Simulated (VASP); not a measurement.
# Hg (R-3m) in VASP: single point with LDA

Aim: the single point of Hg with LDA.

Everything below comes from runs of VASP 6.6.1. Logs are shortened: lines on timing, memory, paths and dates and some standing lists are left out, and cuts for length are marked.

## (1) The cell of the first run

It takes space group R-3m (No. 166, trigonal). Conventional cell: a = 3.533 Å, b = 3.533 Å, c = 6.326 Å, α = 90.00°, β = 90.00°, γ = 120.00°. Within 3.9 Å of Hg (site symmetry -3m) lie 12 Hg at 2.93 to 3.53 Å.

## (2) Single point, LDA

Contents of POSCAR:

```
Hg
1.0
    1.7667272781      1.0200204696      2.1087792381
   -1.7667272781      1.0200204696      2.1087792381
    0.0000000000     -2.0400409392      2.1087792381
Hg
1
Direct
    0.0000000000      0.0000000000      0.0000000000
```

Contents of INCAR.step1:

```
ALGO = Normal
EDIFF = 1E-7
ENCUT = 520
ISIF = 2
ISMEAR = 0
LASPH = True
LCHARG = True
LREAL = False
LWAVE = False
NBANDS = 12
NELM = 100
PREC = Accurate
SIGMA = 0.05
```

Contents of KPOINTS.step1:

```
k-points
0
Gamma
  16 16 16
```

Contents of INCAR.step2:

```
ALGO = Normal
EDIFF = 1E-7
ENCUT = 520
ICHARG = 11
ISIF = 2
ISMEAR = -5
LASPH = True
LCHARG = False
LORBIT = 10
LREAL = False
LWAVE = False
NBANDS = 12
NEDOS = 1001
NELM = 100
PREC = Accurate
SIGMA = 0.05
```

Contents of KPOINTS.step2:

```
k-points
0
Gamma
  24 24 24
```

Potentials or basis: VASP PAW LDA potentials, release 64 (Hg).

Started as:

```console
$ cat potpaw_LDA.64/Hg/POTCAR > POTCAR
$ cp INCAR.step1 INCAR
$ cp KPOINTS.step1 KPOINTS
$ mpirun -np 1 vasp_std > vasp.out
$ cp INCAR.step2 INCAR
$ cp KPOINTS.step2 KPOINTS
$ mpirun -np 1 vasp_std > vasp.out
```

OUTCAR:

```text
EDIFF = 1E-7
   ENCUT = 520
   ICHARG = 11
   ISIF = 2
   ISMEAR = -5
   LASPH = True
   LORBIT = 10
   LREAL = False
   NELM = 100
   PREC = Accurate

 ion  position               nearest neighbor table
   1  0.000  0.000  0.000-

  LATTYP: Found a trigonal (rhomboedric) cell.
 ALAT       =     2.9340615039
 COS(alpha) =     0.2748454135

  Lattice vectors:

 A1 = (   1.7667272781,   1.0200204696,   2.1087792381)
 A2 = (  -1.7667272781,   1.0200204696,   2.1087792381)
 A3 = (   0.0000000000,  -2.0400409392,   2.1087792381)

Analysis of symmetry for initial positions (statically):
=====================================================================
 Subroutine PRICEL returns:
 Original cell was already a primitive cell.

 Routine SETGRP: Setting up the symmetry group for a
 trigonal (rhombohedral) supercell.

 Subroutine GETGRP returns: Found 12 space group operations
 (whereof 12 operations were pure point group operations)
 out of a pool of 12 trial point group operations.

The static configuration has the point symmetry D_3d.

Analysis of symmetry for dynamics (positions and initial velocities):
=====================================================================
 Subroutine PRICEL returns:
 Original cell was already a primitive cell.

 Routine SETGRP: Setting up the symmetry group for a
 trigonal (rhombohedral) supercell.

 Subroutine GETGRP returns: Found 12 space group operations
 (whereof 12 operations were pure point group operations)
 out of a pool of 12 trial point group operations.

The dynamic configuration has the point symmetry D_3d.

 Subroutine INISYM returns: Found 12 space group operations
 (whereof 12 operations are pure point group operations),
 and found     1 'primitive' translations

----------------------------------------------------------------------------------------

                                     Primitive cell

  volume of cell :      22.8014

  direct lattice vectors                    reciprocal lattice vectors
     1.766727278  1.020020470  2.108779238     0.283009158  0.163395414  0.158069336
    -1.766727278  1.020020470  2.108779238    -0.283009158  0.163395414  0.158069336
     0.000000000 -2.040040939  2.108779238     0.000000000 -0.326790828  0.158069336

  length of vectors
     2.934061504  2.934061504  2.934061504     0.363012617  0.363012617  0.363012617

  position of ions in fractional coordinates (direct lattice)
     0.000000000  0.000000000  0.000000000
[... 83 lines left out ...]
   NFREE  =      0    steps in history (QN), initial steepest desc. (CG)
   ISIF   =      2    stress and relaxation
   ISYM   =      2    0-nonsym 1-usesym 2-fastsym
   POTIM  = 0.5000    time-step for ionic-motion
   TEBEG  =    0.0;   TEEND  =   0.0 temperature during run
   PSTRESS=    0.0 pullay stress
   NELECT =      12.0000    total number of electrons
   NUPDOWN=      -1.0000    fix difference up-down
   EMIN   =  10.00;   EMAX   =-10.00  energy-range for DOS
   EFERMI =   0.00;   METHOD = LEGACY
   ISMEAR =    -5;   SIGMA  =   0.05  broadening in eV -4-tet -1-fermi 0-gaus
   EFERMI_NEDOS =   21; number of points for ismear=-14 and -15
   IALGO  =     38    algorithm
   IMIX   =      4    mixing-type and parameters
     AMIX     =   0.40;   BMIX     =  1.00
     AMIX_MAG =   1.60;   BMIX_MAG =  1.00
  volume/ion in A,a.u.               =      22.80       153.87
  Fermi-wavevector in a.u.,A,eV,Ry     =   1.321747  2.497740 23.769583  1.747015
  Thomas-Fermi vector in A             =   2.451478
   LORBIT       =     10    0 simple, 1 ext, 2 COOP (PROOUT), +10 PAW based schemes
   GGA     = CA    functional components
   LHFCALC =     F    Hartree Fock is set to
   AEXX    =    0.0000 exact exchange contribution
   IVDW    =     0    specifies the selected vdW correction
   LEPSILON=     F    determine dielectric tensor
   LRPA    =     F    only Hartree local field effects (RPA)
 non-spin polarized calculation
 Fermi weights with tetrahedron method with Bloechl corrections
  energy-cutoff  :      520.00
  volume of cell :       22.80
 maximum number of plane-waves:       643
 NGX is ok and might be reduce to    24

 number of electron      12.0000003 magnetization

 Free energy of the ion-electron system (eV)
  ---------------------------------------------------
  ext. energy  EPLUGINS =         0.00000000
  ---------------------------------------------------
  free energy    TOTEN  =        -0.96270320 eV

  energy without entropy =       -0.96270320  energy(sigma->0) =       -0.96270320

 E-fermi :   2.8899     XC(G=0): -11.3304

 val. band max:        3.0183565551   @ k =  -0.4583   0.5000   0.0833
 cond. band min:       2.8039825118   @ k =  -0.4583   0.2083   0.1667
 fundamental gap:     -0.2143740433
 Fermi energy:         2.8898770676

 k-point     1 :       0.0000    0.0000    0.0000
  band No.  band energies     occupation
      1      -6.6868      2.00000
      2      -5.2560      2.00000
      3      -5.2560      2.00000
      4      -3.4204      2.00000
      5      -3.3448      2.00000
      6      -3.3448      2.00000
      7      14.6996      0.00000
      8      15.0499      0.00000
      9      15.0499      0.00000
     10      19.6322      0.00000
     11      21.0257      0.00000
     12      21.0257      0.00000
[... 331 lines left out ...]
 k-point    24 :       0.4583    0.0417    0.0000
  band No.  band energies     occupation
      1      -5.6190      2.00000
      2      -5.2035      2.00000
      3      -3.6754      2.00000
      4      -3.4333      2.00000
      5      -3.2870      2.00000
      6      -0.5335      2.00000
      7       1.9484      2.09881
      8      15.4849      0.00000
      9      15.6852      0.00000
     10      20.8410      0.00000
     11      21.3653      0.00000
     12      22.0903      0.00000

 [... further k-points ...]
[... 5 lines left out ...]
  --------------------------------------------------------------------------------------
  -------------------------------------------------------------------------------------
  Total        0.1323789      0.1323789      0.1951403      0.0000000     -0.0000000      0.0000000
  in kB        9.3018338      9.3018338     13.7118708      0.0000000     -0.0000000      0.0000000
  external PRESSURE =      10.7718461 kB  Pullay stress =       0.0000000 kB

 VOLUME and BASIS-vectors are now :
 -----------------------------------------------------------------------------
  energy-cutoff  :      520.00
  volume of cell :       22.80
      direct lattice vectors                 reciprocal lattice vectors
     1.766727278  1.020020470  2.108779238     0.283009158  0.163395414  0.158069336
    -1.766727278  1.020020470  2.108779238    -0.283009158  0.163395414  0.158069336
     0.000000000 -2.040040939  2.108779238     0.000000000 -0.326790828  0.158069336

 POSITION                                       TOTAL-FORCE (eV/Angst)
 -----------------------------------------------------------------------------------
      0.00000      0.00000      0.00000        -0.000000     -0.000000      0.000000
 -----------------------------------------------------------------------------------
    total drift:                                0.000000     -0.000000      0.000000

  FREE ENERGIE OF THE ION-ELECTRON SYSTEM (eV)
  ---------------------------------------------------
  free  energy   TOTEN  =        -0.9627032016 eV

  energy  without entropy=       -0.9627032016  energy(sigma->0) =       -0.96270320

 total charge

# of ion       s       p       d       tot
------------------------------------------
    1        0.880   0.311   9.316  10.506
```

OUTCAR.step1:

```text
EDIFF = 1E-7
   ENCUT = 520
   ISIF = 2
   ISMEAR = 0
   LASPH = True
   LREAL = False
[... 576 lines left out ...]

 POSITION                                       TOTAL-FORCE (eV/Angst)
 -----------------------------------------------------------------------------------
      0.00000      0.00000      0.00000         0.000000     -0.000000      0.000000
 -----------------------------------------------------------------------------------
    total drift:                                0.000000     -0.000000      0.000000

  FREE ENERGIE OF THE ION-ELECTRON SYSTEM (eV)
  ---------------------------------------------------
  free  energy   TOTEN  =        -0.9658869089 eV

  energy  without entropy=       -0.9656359165  energy(sigma->0) =       -0.96576141
```

OSZICAR.step1:

```text
N       E                     dE             d eps       ncg     rms          rms(c)
DAV:   1     0.738795299213E+02    0.73880E+02   -0.66531E+03 10496   0.969E+02
DAV:   2     0.177954489496E+00   -0.73702E+02   -0.69286E+02 10860   0.233E+02
DAV:   3    -0.103544565816E+01   -0.12134E+01   -0.12125E+01 11972   0.331E+01
DAV:   4    -0.103664329281E+01   -0.11976E-02   -0.11976E-02 11128   0.108E+00
DAV:   5    -0.103664502418E+01   -0.17314E-05   -0.17313E-05 11852   0.394E-02    0.481E+00
DAV:   6    -0.974282372182E+00    0.62363E-01   -0.14144E-01 11780   0.427E+00    0.346E+00
DAV:   7    -0.966799384013E+00    0.74830E-02   -0.17894E-02 11884   0.125E+00    0.144E+00
DAV:   8    -0.965881832510E+00    0.91755E-03   -0.16051E-03 10748   0.563E-01    0.617E-02
DAV:   9    -0.965885924386E+00   -0.40919E-05   -0.29116E-06 12028   0.202E-02    0.149E-02
DAV:  10    -0.965886908002E+00   -0.98362E-06   -0.12274E-06 10928   0.135E-02    0.105E-03
DAV:  11    -0.965886908880E+00   -0.87812E-09   -0.12762E-08  6356   0.102E-03
   1 F= -.96588691E+00 E0= -.96576141E+00  d E =-.250992E-03
```

Wall time 2.2 min (1 thread of Intel Xeon Platinum 8488C (Sapphire Rapids), shared host); peak memory 0.43 GiB.

What came out:

| Quantity | Value |
| --- | --- |
| Valence electrons inside the program's atomic spheres | Hg 10.51 |

Caveat: spin-orbit coupling is left out, which moves the levels of the heavy elements; tetrahedron occupations give inexact forces and stress in metals.
